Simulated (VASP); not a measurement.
# AgI2 in VASP: a series of runs, part 2 of 3

VASP 6.6.1. Earlier steps stand in the parts before.

## (4) Single point, PBE+D3(BJ)

This run uses another cell than the first one, of 99.21 Å³/atom, 2.437 times its volume.

File INCAR:

```
SYSTEM = AgI2
ALGO = Normal
DIPOL = 0.5 0.5 0.269
EDIFF = 1E-6
ENCUT = 520
GGA = PE
IDIPOL = 3
ISIF = 2
ISMEAR = 0
IVDW = 12
LASPH = .True.
LCHARG = .False.
LDIPOL = .True.
LREAL = .False.
LWAVE = .False.
NBANDS = 34
NELM = 100
PREC = Accurate
SIGMA = 0.1
```

File KPOINTS:

```
k-points
0
Gamma
  6 6 1
  0 0 0
```

File POSCAR:

```
AgI2
1.0
    3.8466080944     -0.0000003504      0.0000000000
   -1.9233037438      3.3312605033      0.0000000000
    0.0000000000      0.0000000000     46.4559527491
Ag I
2 4
Direct
    1.0000000000      0.0000000000      0.1897289400
    0.0000000000      1.0000000000      0.3481282833
    0.3333333333      0.6666666667      0.1470111161
    0.3333333333      0.6666666667      0.2321637600
    0.6666666667      0.3333333333      0.3056934632
    0.6666666667      0.3333333333      0.3908461071
```

Potentials or basis: VASP PAW PBE potentials, release 64 (Ag, I).

On the command line:

```
cat potpaw_PBE.64/Ag/POTCAR potpaw_PBE.64/I/POTCAR > POTCAR
mpirun -np 1 vasp_std > vasp.out
```

OUTCAR:

```text
SYSTEM = AgI2
   EDIFF = 1E-6
   ENCUT = 520
   GGA = PE
   ISIF = 2
   ISMEAR = 0
   IVDW = 12
   LASPH = .True.
   LREAL = .False.
   NELM = 100
   PREC = Accurate
 IVDW          = 12

 ion  position               nearest neighbor table
   1  0.000  0.000  0.190-   4 2.97   4 2.97   4 2.97   3 2.98   3 2.98   3 2.98
   2  0.000  0.000  0.348-   5 2.97   5 2.97   5 2.97   6 2.98   6 2.98   6 2.98
   3  0.333  0.667  0.147-   1 2.98   1 2.98   1 2.98
   4  0.333  0.667  0.232-   1 2.97   1 2.97   1 2.97
   5  0.667  0.333  0.306-   2 2.97   2 2.97   2 2.97
   6  0.667  0.333  0.391-   2 2.98   2 2.98   2 2.98

  LATTYP: Found a hexagonal cell.
 ALAT       =     3.8466080944
 C/A-ratio  =    12.0771213519

  Lattice vectors:

 A1 = (   3.8466080944,  -0.0000003504,   0.0000000000)
 A2 = (  -1.9233037438,   3.3312605033,   0.0000000000)
 A3 = (   0.0000000000,   0.0000000000,  46.4559527491)

Analysis of symmetry for initial positions (statically):
=====================================================================
 Subroutine PRICEL returns:
 Original cell was already a primitive cell.

 Routine SETGRP: Setting up the symmetry group for a
 hexagonal supercell.

 Subroutine GETGRP returns: Found 12 space group operations
 (whereof  6 operations were pure point group operations)
 out of a pool of 24 trial point group operations.

The static configuration has the point symmetry C_3v.
 The point group associated with its full space group is D_3d.

Analysis of symmetry for dynamics (positions and initial velocities):
=====================================================================
 Subroutine PRICEL returns:
 Original cell was already a primitive cell.

 Routine SETGRP: Setting up the symmetry group for a
 hexagonal supercell.

 Subroutine GETGRP returns: Found 12 space group operations
 (whereof  6 operations were pure point group operations)
 out of a pool of 24 trial point group operations.

The dynamic configuration has the point symmetry C_3v.
 The point group associated with its full space group is D_3d.

 Subroutine INISYM returns: Found 12 space group operations
 (whereof  6 operations are pure point group operations),
 and found     1 'primitive' translations

----------------------------------------------------------------------------------------

                                     Primitive cell

  volume of cell :     595.2890

  direct lattice vectors                    reciprocal lattice vectors
     3.846608094 -0.000000350  0.000000000     0.259969310  0.150093320  0.000000000
    -1.923303744  3.331260503  0.000000000     0.000000027  0.300186687  0.000000000
     0.000000000  0.000000000 46.455952749     0.000000000  0.000000000  0.021525767

  length of vectors
     3.846608094  3.846608094 46.455952749     0.300186687  0.300186687  0.021525767

  position of ions in fractional coordinates (direct lattice)
     0.000000000  0.000000000  0.189728940
     0.000000000  0.000000000  0.348128283
     0.333333333  0.666666667  0.147011116
     0.333333333  0.666666667  0.232163760
     0.666666667  0.333333333  0.305693463
     0.666666667  0.333333333  0.390846107

  ion indices of the primitive-cell ions
[... 42 lines left out ...]
  0.333333  0.333333  0.000000      2.000000
   k-points           NKPTS =      7   k-points in BZ     NKDIM =      7   number of bands    NBANDS=     34
   number of dos      NEDOS =    301   number of ions     NIONS =      6
   total plane-waves  NPLWV = 315000
   dimension x,y,z NGX =    30 NGY =   30 NGZ =  350
   dimension x,y,z NGXF=    60 NGYF=   60 NGZF=  700
   ions per type =               2   4
   NGX,Y,Z   is equivalent  to a cutoff of  12.97, 12.97, 12.52 a.u.
   NGXF,Y,Z  is equivalent  to a cutoff of  25.93, 25.93, 25.05 a.u.
 SYSTEM =  AgI2
   PREC   = accura    normal or accurate (medium, high low for compatibility)
   ISTART =      0    job   : 0-new  1-cont  2-samecut
   ICHARG =      2    charge: 1-file 2-atom 10-const
   ISPIN  =      1    spin polarized calculation?
   LNONCOLLINEAR =      F non collinear calculations
   LSORBIT =      F    spin-orbit coupling
   LASPH  =      T    aspherical Exc in radial PAW
   ENCUT  =  520.0 eV  38.22 Ry    6.18 a.u.   7.15  7.15 86.38*2*pi/ulx,y,z
   NELM   =    100;   NELMIN=  2; NELMDL= -5     # of ELM steps
   EDIFF  = 0.1E-05   stopping-criterion for ELM
   LREAL  =      F    real-space projection
   EDIFFG = 0.1E-04   stopping-criterion for IOM
   NSW    =      0    number of steps for IOM
   IBRION =     -1    ionic relax: 0-MD 1-quasi-New 2-CG
   NFREE  =      0    steps in history (QN), initial steepest desc. (CG)
   ISIF   =      2    stress and relaxation
   ISYM   =      2    0-nonsym 1-usesym 2-fastsym
   POTIM  = 0.5000    time-step for ionic-motion
   TEBEG  =    0.0;   TEEND  =   0.0 temperature during run
   PSTRESS=    0.0 pullay stress
   NELECT =      50.0000    total number of electrons
   NUPDOWN=      -1.0000    fix difference up-down
   EMIN   =  10.00;   EMAX   =-10.00  energy-range for DOS
   EFERMI =   0.00;   METHOD = LEGACY
   ISMEAR =     0;   SIGMA  =   0.10  broadening in eV -4-tet -1-fermi 0-gaus
   EFERMI_NEDOS =   21; number of points for ismear=-14 and -15
   IALGO  =     38    algorithm
   IMIX   =      4    mixing-type and parameters
     AMIX     =   0.40;   BMIX     =  1.00
     AMIX_MAG =   1.60;   BMIX_MAG =  1.00
  volume/ion in A,a.u.               =      99.21       669.53
  Fermi-wavevector in a.u.,A,eV,Ry     =   0.716950  1.354839  6.993630  0.514017
  Thomas-Fermi vector in A             =   1.805503
   LORBIT       =      0    0 simple, 1 ext, 2 COOP (PROOUT), +10 PAW based schemes
   GGA     = PE    functional components
   LHFCALC =     F    Hartree Fock is set to
   AEXX    =    0.0000 exact exchange contribution
   IVDW    =    12    specifies the selected vdW correction
   LEPSILON=     F    determine dielectric tensor
   LRPA    =     F    only Hartree local field effects (RPA)
 non-spin polarized calculation
 Gauss-broadening in eV      SIGMA  =   0.10
  energy-cutoff  :      520.00
  volume of cell :      595.29
 maximum number of plane-waves:     16143
 NGX is ok and might be reduce to    30
   NGX = 15   NGY = 15   NGZ =173

 dipolmoment           0.000000      0.000000     -0.000000 electrons x Angstroem

 number of electron      50.0000006 magnetization

 dipolmoment           0.000000      0.000000      0.000000 electrons x Angstroem

 Free energy of the ion-electron system (eV)
  ---------------------------------------------------
  ext. energy  EPLUGINS =         0.00000000
  ---------------------------------------------------
  free energy    TOTEN  =       -11.29713867 eV

  energy without entropy =      -11.25313097  energy(sigma->0) =      -11.27513482

 E-fermi :  -2.6172     XC(G=0):  -3.1740

 val. band max:       -2.6254755069   @ k =   0.3333   0.0000   0.0000
 cond. band min:      -2.5549101534   @ k =   0.5000   0.0000   0.0000
 fundamental gap:      0.0705653534
 Fermi energy:        -2.6171557576

 k-point     1 :       0.0000    0.0000    0.0000
  band No.  band energies     occupation
      1     -15.4490      2.00000
      2     -15.3114      2.00000
      3     -15.1056      2.00000
      4     -14.9742      2.00000
      5      -7.1966      2.00000
      6      -6.8409      2.00000
[... 248 lines left out ...]
     33       4.6541      0.00000
     34       5.1275      0.00000

------------------------ aborting loop because EDIFF is reached ----------------------------------------

 vacuum level on the upper side and lower side of the slab       (xc-potential included)        -0.010        -0.010

 Edisp (eV)   -2.02172

 E8    (eV) :    -0.9237

  FORCE on cell =-STRESS in cart. coord.  units (eV):
  Direction    XX          YY          ZZ          XY          YZ          ZX
  --------------------------------------------------------------------------------------
  -------------------------------------------------------------------------------------
  Total       0.01600     0.01600     0.24099    -0.00000    -0.00000     0.00000
  in kB       0.04307     0.04307     0.64861    -0.00000    -0.00000     0.00000
  external pressure =        0.24 kB  Pullay stress =        0.00 kB

 VOLUME and BASIS-vectors are now :
 -----------------------------------------------------------------------------
  energy-cutoff  :      520.00
  volume of cell :      595.29
      direct lattice vectors                 reciprocal lattice vectors
     3.846608094 -0.000000350  0.000000000     0.259969310  0.150093320  0.000000000
    -1.923303744  3.331260503  0.000000000     0.000000027  0.300186687  0.000000000
     0.000000000  0.000000000 46.455952749     0.000000000  0.000000000  0.021525767

 POSITION                                       TOTAL-FORCE (eV/Angst)
 -----------------------------------------------------------------------------------
      0.00000      0.00000      8.81404         0.000000     -0.000000     -0.002480
      0.00000      0.00000     16.17263        -0.000000     -0.000000      0.002480
      0.00000      2.22084      6.82954        -0.000000     -0.000000     -0.018557
      0.00000      2.22084     10.78539        -0.000000      0.000000      0.003849
      1.92330      1.11042     14.20128         0.000000     -0.000000     -0.003849
      1.92330      1.11042     18.15713         0.000000      0.000000      0.018557
 -----------------------------------------------------------------------------------
    total drift:                               -0.000000      0.000000     -0.000074

  FREE ENERGIE OF THE ION-ELECTRON SYSTEM (eV)
  ---------------------------------------------------
  free  energy   TOTEN  =       -13.3188601377 eV

  energy  without entropy=      -13.2748524401  energy(sigma->0) =      -13.29685629

 vacuum level on the upper side and lower side of the slab         3.186         3.185
```

Run time: 5.2 min. Hardware: 1 thread of Oxide Virtual Turin-like, shared host; peak memory 0.68 GiB.

What came out:

| Item | Value |
| --- | --- |
| Free energy | -13.3189 eV |
| Largest force | 0.019 eV/Å |
| Band gap on the k mesh | zero (band 25 reaches -2.20 eV, above the bottom of band 26 at -2.72 eV) |
| Dispersion energy per atom | -0.337 eV |

Forces in eV/Å, atoms in the order of the input:
```
Ag   0.000  0.000 -0.002
Ag   0.000  0.000  0.002
I    0.000  0.000 -0.019
I    0.000  0.000  0.004
I    0.000  0.000 -0.004
I    0.000  0.000  0.019
```

Caveat: spin-orbit coupling is left out, which moves the levels of the heavy elements.

## (5) Single point, PBE+D3(BJ)

This run uses another cell than the first one, of 99.17 Å³/atom, 2.436 times its volume.

File INCAR:

```
SYSTEM = AgI2
PREC     = Accurate       ! precision mode
ENCUT    = 520            ! plane-wave cutoff, eV
EDIFF    = 1E-7           ! SCF threshold, eV
ISMEAR   = 0              ! smearing method
SIGMA    = 0.1            ! smearing width, eV
LREAL    = .FALSE.        ! projectors in reciprocal space
LASPH    = .TRUE.         ! aspherical terms in the spheres
NELM     = 100            ! most SCF steps
ALGO     = Normal         ! electronic algorithm
ISIF     = 2              ! what is computed and relaxed
LWAVE    = .FALSE.        ! write WAVECAR
LCHARG   = .FALSE.        ! write CHGCAR
LDIPOL   = .TRUE.       
IDIPOL   = 3            
DIPOL    = 0.5 0.5 0.269
GGA      = PE             ! functional
IVDW     = 12             ! dispersion correction
NBANDS   = 34             ! bands
```

File KPOINTS:

```
Automatic mesh
0
G
  12 12 1
  0 0 0
```

File POSCAR:

```
AgI2
1.0
    3.8456846663     -0.0000003503      0.0000000000
   -1.9228420298      3.3304607911      0.0000000000
    0.0000000000      0.0000000000     46.4559527491
Ag I
2 4
Direct
    1.0000000000      0.0000000000      0.1886659795
    0.0000000000      1.0000000000      0.3491912437
    0.3333333333      0.6666666667      0.1457619643
    0.3333333333      0.6666666667      0.2313221477
    0.6666666667      0.3333333333      0.3065350756
    0.6666666667      0.3333333333      0.3920952590
```

On the command line:

```
cat potpaw_PBE.64/Ag/POTCAR potpaw_PBE.64/I/POTCAR > POTCAR
mpirun -np 1 vasp_std > vasp.out
```

It took 20 min on 1 thread of Oxide Virtual Turin-like, shared host; peak memory 0.8 GiB.

Results (log left out):

```yaml
Free_energy: -13.2657 eV
Largest_force: 0.005 eV/Å
Band_gap_on_the_k_mesh: zero (band 25 reaches -2.20 eV, above the bottom of band 26 at -2.78 eV)
Dispersion_energy_per_atom: -0.334 eV
```

Forces on the atoms (eV/Å):
```
Ag   0.000  0.000  0.000
Ag   0.000  0.000  0.000
I    0.000  0.000  0.004
I    0.000  0.000 -0.005
I    0.000  0.000  0.005
I    0.000  0.000 -0.004
```

Levels at points of the mesh, in eV from the Fermi level:
```csv
k point,band 23,band 24,band 25,band 26,band 27,band 28
"(0.00, 0.00, 0.00)",0.36,0.36,0.42,0.42,3.06,3.69
"(0.50, 0.00, 0.00)",-0.28,-0.21,-0.09,0.05,2.73,2.82
```

Caveat: spin-orbit coupling is left out, which moves the levels of the heavy elements.

(Continued in part 3 of 3.)
